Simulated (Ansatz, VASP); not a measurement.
## Two plane-wave programs on Rh

File INCAR:

```
SYSTEM = Rh
PREC = Accurate
ENCUT = 520
EDIFF = 1E-6
ISMEAR = 0
SIGMA = 0.15
LREAL = .False.
LASPH = .True.
NELM = 60
ALGO = Fast
ISIF = 2
LWAVE = .False.
LCHARG = .False.
GGA = PE
NBANDS = 22
```

File KPOINTS:

```
Automatic mesh
0
Gamma
  21 21 12
  0 0 0
```

POSCAR

```
Rh
1.0
    2.8082868871      0.0000000000      0.0000000000
   -1.4041434436      2.4320477853      0.0000000000
    0.0000000000      0.0000000000      4.1284625527
Rh
2
Direct
    0.6666666667      0.3333333333      0.7500000000
    0.3333333333      0.6666666667      0.2500000000
```

Input for Ansatz:

```yaml
crystal:
  lattice:
    - [2.8082868871, 0.0, 0.0]
    - [-1.4041434436, 2.4320477853, 0.0]
    - [0.0, 0.0, 4.1284625527]
  atoms:
    - { symbol: Rh, position: [0.6666666667, 0.3333333333, 0.75] }
    - { symbol: Rh, position: [0.3333333333, 0.6666666667, 0.25] }
basis:
  ecutwfc: 420
kpoints:
  mp_grid: { grid: [21, 21, 12] }
hamiltonian:
  xc: pbe
  pseudopotentials: { kind: paw, azcp: { folder: soft_1 } }
scf:
  occupations: { method: gaussian, width: 0.15 }
output:
  forces: true
  stress: true
  eigenvalues: true
```

Alike in both runs: task single point; functional PBE; k mesh 21 × 21 × 12; occupations gaussian, width 0.15 eV; no spin polarisation.

```csv
,VASP,Ansatz
version,VASP 6.6.1,Ansatz 0.2.0
potentials or method,"VASP PAW PBE potentials, release 64 (Rh_pv), cutoff 520 eV","scalar-relativistic, plane waves, PAW"
valence electrons in the cell,30,34
```

Ansatz gave:

| Quantity | Value |
| --- | --- |
| gap on the k mesh at the Fermi level (eV) | none |
| pressure (GPa) | 3.0 |
| traceless stress, the component that is largest in VASP (GPa) | 14.19 |

**Question.** Estimate VASP's values.

**Answer.** gap on the k mesh at the Fermi level (eV): none; pressure (GPa): 3.0; traceless stress, the component that is largest in VASP (GPa): 14.17.

A gap of «none» marks a metal or a gap that the smearing closes. The functional is the same, so the differences come from potentials, cutoffs and numerics. VASP's potentials hold 30 valence electrons a cell and Ansatz's 34, so a difference there can come from the potentials and not from the codes.
